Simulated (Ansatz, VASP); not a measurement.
One calculation of MgTiB4, two programs

```
CELL_PARAMETERS angstrom
2.72879 0.00000 0.00000
-1.36439 2.36320 0.00000
0.00000 0.00000 10.85966
ATOMIC_POSITIONS crystal
Mg 0.33333 0.66667 0.00000
Ti 0.00000 0.00000 0.50000
B 0.00000 0.00000 0.81278
B 0.00000 0.00000 0.18722
B 0.33333 0.66667 0.32543
B 0.33333 0.66667 0.67457
```

Alike in both runs: task single point; functional PBE; k mesh 6 × 6 × 2; occupations gaussian, width 0.1 eV; no spin polarisation.

|  | VASP | Ansatz |
| --- | --- | --- |
| version | VASP 6.6.1 | Ansatz 0.2.0 |
| potentials or method | VASP PAW PBE potentials, release 64 (Mg, Ti_sv, B), cutoff 520 eV | scalar-relativistic, plane waves, PAW |
| valence electrons in the cell | 26 | 34 |

VASP gave:

| Property | Result |
| --- | --- |
| gap on the k mesh at the Fermi level (eV) | none |
| pressure (GPa) | -16.3 |
| traceless stress, the component that is largest in VASP (GPa) | -19.76 |
| rms of the force components (eV/Å) | 0.920 |

Question: What did Ansatz give for the same quantities?

Answer: gap on the k mesh at the Fermi level (eV): none; pressure (GPa): -16.2; traceless stress, the component that is largest in VASP (GPa): -19.74; rms of the force components (eV/Å): 0.921.

Atom by atom the forces differ by 0.003 eV/Å (rms over components). A gap of «none» marks a metal or a gap that the smearing closes. VASP's potentials hold 26 valence electrons a cell and Ansatz's 34, so a difference there can come from the potentials and not from the codes.

The k mesh is coarse, so the values compare programs but aren't converged.
